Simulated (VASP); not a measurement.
# SnS4 (P-43m) in VASP: further runs, part 2 of 2

VASP 6.6.1. The steps go on from the part before.

## (4) Relaxation of cell and atoms, PBE

This run uses another cell than the first one, of 22.66 Å³/atom, 0.847 times its volume.

Input file INCAR:

```
ALGO = Normal
EDIFF = 1E-6
EDIFFG = -0.01
ENCUT = 600
GGA = PE
IBRION = 2
ISIF = 3
ISMEAR = 0
LASPH = True
LCHARG = False
LREAL = False
LWAVE = False
NELM = 100
NSW = 100
PREC = Accurate
SIGMA = 0.1
```

Input file KPOINTS:

```
k-points
0
Gamma
  8 8 8
```

Input file POSCAR:

```
SnS4
1.0
    4.8390816770      0.0000000000      0.0000000000
    0.0000000000      4.8390816770      0.0000000000
    0.0000000000      0.0000000000      4.8390816770
Sn S
1 4
Direct
    0.0000000000      0.0000000000      0.0000000000
    0.2931487168      0.2931487168      0.2931487168
    0.7068512832      0.7068512832      0.2931487168
    0.2931487168      0.7068512832      0.7068512832
    0.7068512832      0.2931487168      0.7068512832
```

Potentials or basis: VASP PAW PBE potentials, release 64 (Sn_d, S).

Run with:

```console
$ cat potpaw_PBE.64/Sn_d/POTCAR potpaw_PBE.64/S/POTCAR > POTCAR
$ mpirun -np 1 vasp_std > vasp.out
```

OUTCAR:

```text
EDIFF = 1E-6
   EDIFFG = -0.01
   ENCUT = 600
   GGA = PE
   IBRION = 2
   ISIF = 3
   ISMEAR = 0
   LASPH = True
   LREAL = False
   NELM = 100
   NSW = 100
   PREC = Accurate

 ion  position               nearest neighbor table
   1  0.000  0.000  0.000-   2 2.46   3 2.46   4 2.46   5 2.46
   2  0.293  0.293  0.293-   1 2.46
   3  0.707  0.707  0.293-   1 2.46
   4  0.293  0.707  0.707-   1 2.46
   5  0.707  0.293  0.707-   1 2.46

  LATTYP: Found a simple cubic cell.
 ALAT       =     4.8390816770

  Lattice vectors:

 A1 = (   4.8390816770,   0.0000000000,   0.0000000000)
 A2 = (   0.0000000000,   4.8390816770,   0.0000000000)
 A3 = (   0.0000000000,   0.0000000000,   4.8390816770)

Analysis of symmetry for initial positions (statically):
[... 264 lines left out ...]
  ---------------------------------------------------
  free energy    TOTEN  =       -16.99183049 eV

  energy without entropy =      -16.96466667  energy(sigma->0) =      -16.97824858

 E-fermi :   4.3003     XC(G=0):  -9.6695

 val. band max:        4.2856044684   @ k =   0.3750   0.2500   0.1250
 cond. band min:       4.3241073389   @ k =   0.3750   0.1250   0.0000
 fundamental gap:      0.0385028705
 Fermi energy:         4.3003182965

 k-point     1 :       0.0000    0.0000    0.0000
  band No.  band energies     occupation
      1     -16.8329      2.00000
      2     -16.8329      2.00000
      3     -16.8329      2.00000
      4     -16.7508      2.00000
      5     -16.7508      2.00000
      6      -9.7139      2.00000
[... 613 lines left out ...]
     22       7.5174      0.00000
     23       8.9042      0.00000

 [... further k-points ...]

------------------------ aborting loop because EDIFF is reached ----------------------------------------

  FORCE on cell =-STRESS in cart. coord.  units (eV):
  Direction    XX          YY          ZZ          XY          YZ          ZX
  --------------------------------------------------------------------------------------
  -------------------------------------------------------------------------------------
  Total       -0.0034568     -0.0034568     -0.0034568     -0.0000000      0.0000000     -0.0000000
  in kB       -0.0492840     -0.0492840     -0.0492840     -0.0000000      0.0000000     -0.0000000
  external PRESSURE =      -0.0492840 kB  Pullay stress =       0.0000000 kB
[... 20 lines left out ...]
  FREE ENERGIE OF THE ION-ELECTRON SYSTEM (eV)
  ---------------------------------------------------
  free  energy   TOTEN  =       -16.9918304941 eV

  energy  without entropy=      -16.9646666668  energy(sigma->0) =      -16.97824858

 reached required accuracy - stopping structural energy minimisation
```

It took 1.9 min on 1 thread of AMD EPYC 9R45 (Zen 5), shared host; peak memory 0.28 GiB.

Results:

```yaml
Free_energy: -16.9918 eV
Relaxed_volume: 22.48 Å³/atom
Relaxed_cell: a = 4.826 Å, b = 4.826 Å, c = 4.826 Å, α = 90.00°, β = 90.00°, γ = 90.00°
Space_group_after_relaxing_to_0.05_Å: P-43m (No. 215)
Energy_gained_by_relaxing: 0.3 meV/atom
Ionic_steps: 3
Pressure_after_relaxing: 0.0 GPa
Largest_force_after_relaxing: 0.008 eV/Å
Band_gap_on_the_k_mesh: zero (band 19 reaches 4.99 eV, above the bottom of band 20 at 4.15 eV)
```

Forces in eV/Å, atoms in the order of the input:
```
Sn   0.000  0.000  0.000
S    0.005  0.005  0.005
S   -0.005 -0.005  0.005
S    0.005 -0.005 -0.005
S   -0.005  0.005 -0.005
```

The path:
```
step  energy change (eV)  largest force (eV/Å)  pressure (GPa)  volume (Å³)
   1              0.0000                0.0250           -0.49       113.32
   2             -0.0014                0.0154            0.10       112.18
   3             -0.0015                0.0082            0.00       112.38
```

Final structure:
```cif
data_structure
_symmetry_space_group_name_H-M 'P 1'
_symmetry_Int_Tables_number 1
_cell_length_a 4.8257
_cell_length_b 4.8257
_cell_length_c 4.8257
_cell_angle_alpha 90.000
_cell_angle_beta 90.000
_cell_angle_gamma 90.000
_cell_volume 112.38
loop_
_atom_site_label
_atom_site_type_symbol
_atom_site_fract_x
_atom_site_fract_y
_atom_site_fract_z
_atom_site_occupancy
Sn1 Sn 0.00000 0.00000 0.00000 1
S1 S 0.29303 0.29303 0.29303 1
S2 S 0.70697 0.70697 0.29303 1
S3 S 0.29303 0.70697 0.70697 1
S4 S 0.70697 0.29303 0.70697 1
```

Levels at points of the mesh, in eV from the Fermi level:
| k point | band 17 | band 18 | band 19 | band 20 | band 21 | band 22 |
| --- | --- | --- | --- | --- | --- | --- |
| (0.00, 0.00, 0.00) | -0.43 | -0.43 | 0.44 | 0.58 | 0.58 | 0.58 |
| (0.50, 0.00, 0.00) | -1.63 | -0.28 | -0.28 | -0.04 | -0.04 | 3.33 |
| (0.50, 0.50, 0.00) | -1.92 | -0.33 | 0.14 | 0.14 | 0.92 | 3.55 |
| (0.50, 0.50, 0.50) | -0.11 | -0.11 | 0.69 | 0.69 | 0.69 | 0.71 |

Caveat: spin-orbit coupling is left out, which moves the levels of the heavy elements.

## (5) Overview

```csv
task,cell,k mesh,cutoff (eV),gap on the mesh (eV),pressure (GPa),relaxed volume (Å³/atom),largest force (eV/Å)
relaxation of cell and atoms,"relaxed from a = 5.114 Å, 5 atoms",4 × 4 × 4,600,none,0.1,22.48,-
single point,"a = 4.825 Å, 5 atoms",8 × 8 × 8,520,none,-0.1,-,0.01
relaxation of cell and atoms,"relaxed from a = 4.839 Å, 5 atoms",8 × 8 × 8,600,none,0.0,22.48,0.01
```

Alike in all rows: level PBE; potentials or basis VASP PAW PBE potentials, release 64 (Sn_d, S); no spin polarisation; smearing gaussian 0.1 eV.

Caveats: spin-orbit coupling is left out, which moves the levels of the heavy elements; the volume moved by over 15 % at a fixed basis, so the end points are rough (some runs).

Absolute energies hang on the potentials; compare differences alone.
